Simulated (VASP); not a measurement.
# SrO (P-6m2) in VASP: single point with PBEsol

Aim: the single point of SrO with PBEsol.

Everything below comes from runs of VASP 6.6.1. Logs are shortened: lines on timing, memory, paths and dates and some standing lists are left out, and cuts for length are marked.

## Step 1: The cell of the first run

It takes space group P-6m2 (No. 187, hexagonal). Conventional cell: a = 3.417 Å, b = 3.417 Å, c = 6.071 Å, α = 90.00°, β = 90.00°, γ = 120.00°. Sr (site symmetry -6m2) has 6 O at 2.46 Å and 12 Sr at 3.42 to 3.62 Å within 3.7 Å. Sr (site symmetry -6m2) has 6 O at 2.51 Å and 12 Sr at 3.42 to 3.62 Å within 3.7 Å. O (site symmetry 3m) has 6 Sr at 2.46 to 2.51 Å and 8 O at 2.95 to 3.42 Å within 3.5 Å.

## Step 2: Single point, PBEsol (strained and its atoms moved)

File INCAR:

```
PREC     = Accurate       # precision mode
ENCUT    = 1340           # plane-wave cutoff, eV
EDIFF    = 1E-6           # SCF threshold, eV
ISMEAR   = 0              # smearing method
SIGMA    = 0.02           # smearing width, eV
LREAL    = F              # projectors in reciprocal space
LASPH    = T              # aspherical terms in the spheres
NELM     = 120            # most SCF steps
ALGO     = Normal         # electronic algorithm
ISIF     = 2              # what is computed and relaxed
LWAVE    = F              # write WAVECAR
LCHARG   = T              # write CHGCAR
GGA      = PS             # functional
LELF     = T              # ELF
LVHAR    = T            
NBANDS   = 24             # bands
GGA_COMPAT= F
```

File KPOINTS:

```
Automatic mesh
0
Gamma
  9 9 6
```

File POSCAR:

```
SrO
1.0
    3.4166286303      0.0000000000      0.0000000000
   -1.7083143151      2.9588871891      0.0000000000
    0.0000000000      0.0000000000      6.0714460286
Sr O
2 2
Direct
    0.3333333300      0.6666666700      0.2500000000
    0.6666666700      0.3333333300      0.7500000000
    0.0000000000      0.0000000000      0.0068239235
    0.0000000000      0.0000000000      0.4931760765
```

Potentials or basis: VASP PAW PBE potentials, release 64 (Sr_sv, O_h).

Run with:

```console
$ cat potpaw_PBE.64/Sr_sv/POTCAR potpaw_PBE.64/O_h/POTCAR > POTCAR
$ mpirun -np 1 vasp_std > vasp.out
```

OUTCAR:

```text
PREC = Accurate
   ENCUT = 1340
   EDIFF = 1E-6
   ISMEAR = 0
   LREAL = F
   LASPH = T
   NELM = 120
   ISIF = 2
   GGA = PS

 ion  position               nearest neighbor table
   1  0.333  0.667  0.250-   3 2.46   4 2.46   3 2.46   4 2.46   3 2.46   4 2.46   2 3.62   2 3.62
                             2 3.62   2 3.62   2 3.62   2 3.62   2 4.98   2 4.98   2 4.98   2 4.98
   2  0.667  0.333  0.750-   3 2.51   4 2.51   3 2.51   4 2.51   3 2.51   4 2.51   1 3.62   1 3.62
                             1 3.62   1 3.62   1 3.62   1 3.62   1 4.98   1 4.98   1 4.98   1 4.98
   3  0.000  0.000  0.007-   1 2.46   1 2.46   1 2.46   2 2.51   2 2.51   2 2.51
   4  0.000  0.000  0.493-   1 2.46   1 2.46   1 2.46   2 2.51   2 2.51   2 2.51

  LATTYP: Found a hexagonal cell.
 ALAT       =     3.4166286303
 C/A-ratio  =     1.7770283767

  Lattice vectors:

 A1 = (   3.4166286303,   0.0000000000,   0.0000000000)
 A2 = (  -1.7083143151,   2.9588871891,   0.0000000000)
 A3 = (   0.0000000000,   0.0000000000,   6.0714460286)

Analysis of symmetry for initial positions (statically):
=====================================================================
 Subroutine PRICEL returns:
 Original cell was already a primitive cell.

 Routine SETGRP: Setting up the symmetry group for a
 hexagonal supercell.

 Subroutine GETGRP returns: Found 12 space group operations
 (whereof  6 operations were pure point group operations)
 out of a pool of 24 trial point group operations.

The static configuration has the point symmetry C_3v.
 The point group associated with its full space group is D_3h.

Analysis of symmetry for dynamics (positions and initial velocities):
=====================================================================
 Subroutine PRICEL returns:
 Original cell was already a primitive cell.

 Routine SETGRP: Setting up the symmetry group for a
 hexagonal supercell.

 Subroutine GETGRP returns: Found 12 space group operations
 (whereof  6 operations were pure point group operations)
 out of a pool of 24 trial point group operations.

The dynamic configuration has the point symmetry C_3v.
 The point group associated with its full space group is D_3h.

 Subroutine INISYM returns: Found 12 space group operations
 (whereof  6 operations are pure point group operations),
 and found     1 'primitive' translations

----------------------------------------------------------------------------------------

                                     Primitive cell

  volume of cell :      61.3788

  direct lattice vectors                    reciprocal lattice vectors
     3.416628630  0.000000000  0.000000000     0.292686185  0.168982448  0.000000000
    -1.708314315  2.958887189  0.000000000     0.000000000  0.337964896  0.000000000
     0.000000000  0.000000000  6.071446029     0.000000000  0.000000000  0.164705409

  length of vectors
     3.416628630  3.416628630  6.071446029     0.337964896  0.337964896  0.164705409

  position of ions in fractional coordinates (direct lattice)
     0.333333330  0.666666670  0.250000000
     0.666666670  0.333333330  0.750000000
     0.000000000  0.000000000  0.006823924
     0.000000000  0.000000000  0.493176076

  ion indices of the primitive-cell ions
   primitive index   ion index
                 1           1
                 2           2
                 3           3
                 4           4

----------------------------------------------------------------------------------------

 KPOINTS: Automatic mesh

Automatic generation of k-mesh.
 Grid dimensions read from file:
 generate k-points for:    9    9    6

 Generating k-lattice:

  Cartesian coordinates                     Fractional coordinates (reciprocal lattice)
     0.032520687  0.018775828  0.000000000     0.111111111  0.000000000  0.000000000
     0.000000000  0.037551655  0.000000000     0.000000000  0.111111111  0.000000000
     0.000000000  0.000000000  0.027450901     0.000000000  0.000000000  0.166666667

  Length of vectors
     0.037551655  0.037551655  0.027450901

  Shift w.r.t. Gamma in fractional coordinates (k-lattice)
     0.000000000  0.000000000  0.000000000

 Subroutine IBZKPT returns following result:
 ===========================================

 Found     48 irreducible k-points:

 Following reciprocal coordinates:
            Coordinates               Weight
  0.000000  0.000000  0.000000      1.000000
  0.111111  0.000000  0.000000      6.000000
  0.222222  0.000000  0.000000      6.000000
  0.333333  0.000000  0.000000      6.000000
  0.444444  0.000000  0.000000      6.000000
  0.111111  0.111111  0.000000      6.000000
[... 16 lines left out ...]
  0.333333  0.222222  0.166667     24.000000
  0.333333  0.333333  0.166667      4.000000
 [... further k-points ...]
   k-points           NKPTS =     48   k-points in BZ     NKDIM =     48   number of bands    NBANDS=     24
   number of dos      NEDOS =    301   number of ions     NIONS =      4
   total plane-waves  NPLWV = 127008
   dimension x,y,z NGX =    42 NGY =   42 NGZ =   72
   dimension x,y,z NGXF=    84 NGYF=   84 NGZF=  144
   ions per type =               2   2
   NGX,Y,Z   is equivalent  to a cutoff of  20.44, 20.44, 19.71 a.u.
   NGXF,Y,Z  is equivalent  to a cutoff of  40.87, 40.87, 39.43 a.u.
 SYSTEM =  unknown system
   PREC   = accura    normal or accurate (medium, high low for compatibility)
   ISTART =      0    job   : 0-new  1-cont  2-samecut
   ICHARG =      2    charge: 1-file 2-atom 10-const
   ISPIN  =      1    spin polarized calculation?
   LNONCOLLINEAR =      F non collinear calculations
   LSORBIT =      F    spin-orbit coupling
   LASPH  =      T    aspherical Exc in radial PAW
   ENCUT  = 1340.0 eV  98.49 Ry    9.92 a.u.  10.20 10.20 18.12*2*pi/ulx,y,z
   NELM   =    120;   NELMIN=  2; NELMDL= -5     # of ELM steps
   EDIFF  = 0.1E-05   stopping-criterion for ELM
   LREAL  =      F    real-space projection
   EDIFFG = 0.1E-04   stopping-criterion for IOM
   NSW    =      0    number of steps for IOM
   IBRION =     -1    ionic relax: 0-MD 1-quasi-New 2-CG
   NFREE  =      0    steps in history (QN), initial steepest desc. (CG)
   ISIF   =      2    stress and relaxation
   ISYM   =      2    0-nonsym 1-usesym 2-fastsym
   POTIM  = 0.5000    time-step for ionic-motion
   TEBEG  =    0.0;   TEEND  =   0.0 temperature during run
   PSTRESS=    0.0 pullay stress
   NELECT =      32.0000    total number of electrons
   NUPDOWN=      -1.0000    fix difference up-down
   EMIN   =  10.00;   EMAX   =-10.00  energy-range for DOS
   EFERMI =   0.00;   METHOD = LEGACY
   ISMEAR =     0;   SIGMA  =   0.02  broadening in eV -4-tet -1-fermi 0-gaus
   EFERMI_NEDOS =   21; number of points for ismear=-14 and -15
   IALGO  =     38    algorithm
   IMIX   =      4    mixing-type and parameters
     AMIX     =   0.40;   BMIX     =  1.00
     AMIX_MAG =   1.60;   BMIX_MAG =  1.00
  volume/ion in A,a.u.               =      15.34       103.55
  Fermi-wavevector in a.u.,A,eV,Ry     =   1.317605  2.489913 23.620859  1.736084
  Thomas-Fermi vector in A             =   2.447635
   LORBIT       =      0    0 simple, 1 ext, 2 COOP (PROOUT), +10 PAW based schemes
   GGA     = PS    functional components
   LHFCALC =     F    Hartree Fock is set to
   AEXX    =    0.0000 exact exchange contribution
   IVDW    =     0    specifies the selected vdW correction
   LEPSILON=     F    determine dielectric tensor
   LRPA    =     F    only Hartree local field effects (RPA)
 non-spin polarized calculation
 Gauss-broadening in eV      SIGMA  =   0.02
  energy-cutoff  :     1340.00
  volume of cell :       61.38
 maximum number of plane-waves:      6870
 NGX is ok and might be reduce to    42
   NGX = 21   NGY = 21   NGZ = 37

 number of electron      32.0000001 magnetization

 Free energy of the ion-electron system (eV)
  ---------------------------------------------------
  ext. energy  EPLUGINS =         0.00000000
  ---------------------------------------------------
  free energy    TOTEN  =       -24.80144794 eV

  energy without entropy =      -24.80144794  energy(sigma->0) =      -24.80144794

 E-fermi :   2.9651     XC(G=0): -10.7742

 val. band max:        2.8095839711   @ k =   0.0000   0.0000   0.0000
 cond. band min:       5.8258686963   @ k =   0.4444   0.0000   0.0000
 fundamental gap:      3.0162847252
 Fermi energy:         2.9650845682

 k-point     1 :       0.0000    0.0000    0.0000
  band No.  band energies     occupation
      1     -29.8693      2.00000
      2     -29.4614      2.00000
      3     -14.6010      2.00000
      4     -12.8107      2.00000
      5     -11.4340      2.00000
      6     -11.4340      2.00000
[... 16 lines left out ...]
     23      10.5968      0.00000
     24      11.5910      0.00000

 k-point     2 :       0.1111    0.0000    0.0000
  band No.  band energies     occupation
      1     -29.8467      2.00000
      2     -29.4416      2.00000
      3     -14.4871      2.00000
      4     -13.0969      2.00000
      5     -11.5202      2.00000
      6     -11.4774      2.00000
[... 16 lines left out ...]
     23      10.8383      0.00000
     24      11.2845      0.00000

 k-point     3 :       0.2222    0.0000    0.0000
  band No.  band energies     occupation
      1     -29.7889      2.00000
      2     -29.3909      2.00000
      3     -14.1575      2.00000
      4     -13.6496      2.00000
      5     -11.8816      2.00000
      6     -11.5843      2.00000
[... 16 lines left out ...]
     23      11.3468      0.00000
     24      11.4512      0.00000
[... 514 lines left out ...]
 k-point    23 :       0.3333    0.2222    0.1667
  band No.  band energies     occupation
      1     -29.6587      2.00000
      2     -29.2753      2.00000
      3     -14.3785      2.00000
      4     -13.1654      2.00000
      5     -12.2557      2.00000
      6     -12.0163      2.00000
[... 16 lines left out ...]
     23      12.5235      0.00000
     24      13.0692      0.00000

 k-point    24 :       0.3333    0.3333    0.1667
  band No.  band energies     occupation
      1     -29.6473      2.00000
      2     -29.2644      2.00000
      3     -14.3962      2.00000
      4     -12.9913      2.00000
      5     -12.3785      2.00000
      6     -12.1044      2.00000
[... 16 lines left out ...]
     23      12.8240      0.00000
     24      12.9084      0.00000

 [... further k-points ...]

------------------------ aborting loop because EDIFF is reached ----------------------------------------

  FORCE on cell =-STRESS in cart. coord.  units (eV):
  Direction    XX          YY          ZZ          XY          YZ          ZX
  --------------------------------------------------------------------------------------
  -------------------------------------------------------------------------------------
  Total        3.5602090      3.5602090      2.7895049      0.0000000     -0.0000000     -0.0000000
  in kB       92.9325278     92.9325278     72.8147553      0.0000000     -0.0000000     -0.0000000
  external PRESSURE =      86.2266037 kB  Pullay stress =       0.0000000 kB

 VOLUME and BASIS-vectors are now :
 -----------------------------------------------------------------------------
  energy-cutoff  :     1340.00
  volume of cell :       61.38
      direct lattice vectors                 reciprocal lattice vectors
     3.416628630  0.000000000  0.000000000     0.292686185  0.168982448  0.000000000
    -1.708314315  2.958887189  0.000000000     0.000000000  0.337964896  0.000000000
     0.000000000  0.000000000  6.071446029     0.000000000  0.000000000  0.164705409

 POSITION                                       TOTAL-FORCE (eV/Angst)
 -----------------------------------------------------------------------------------
     -0.00000      1.97259      1.51786         0.000000     -0.000000     -0.000000
      1.70831      0.98630      4.55358        -0.000000      0.000000     -0.000000
      0.00000      0.00000      0.04143        -0.000000     -0.000000     -0.647054
      0.00000      0.00000      2.99429        -0.000000     -0.000000      0.647054
 -----------------------------------------------------------------------------------
    total drift:                                0.000002     -0.000001      0.000002

  FREE ENERGIE OF THE ION-ELECTRON SYSTEM (eV)
  ---------------------------------------------------
  free  energy   TOTEN  =       -24.8014479435 eV

  energy  without entropy=      -24.8014479435  energy(sigma->0) =      -24.80144794
```

Wall time 5.8 min (1 thread of AMD EPYC 7R43 (Zen 3), shared host); peak memory 0.47 GiB.

What came out:

| Quantity | Value |
| --- | --- |
| Free energy | -24.8014 eV |
| Pressure | 8.6 GPa |
| Largest force | 0.647 eV/Å |
| Band gap on the k mesh | 3.02 eV (least direct gap 3.28 eV) |

Forces in eV/Å, atoms in the order of the input:
```
Sr   0.000  0.000  0.000
Sr   0.000  0.000  0.000
O    0.000  0.000 -0.647
O    0.000  0.000  0.647
```

Levels at points of the mesh, in eV from the valence-band top:
```tsv
k point	band 12	band 13	band 14	band 15	band 16	band 17	band 18	band 19	band 20	band 21
(0.00, 0.00, 0.00)	-1.12	-1.12	-0.87	-0.87	0.00	3.57	4.91	5.43	6.36	6.36
(0.00, 0.00, 0.50)	-1.72	-1.05	-1.05	-1.01	-1.01	4.81	5.29	6.29	6.40	7.24
```

Caveat: the cell differs from its parent crystal (strained and its atoms moved); the cell stands under pressure; the PAW data sets were made with another functional, which shifts forces and pressure a little. A k mesh can miss the band edges.
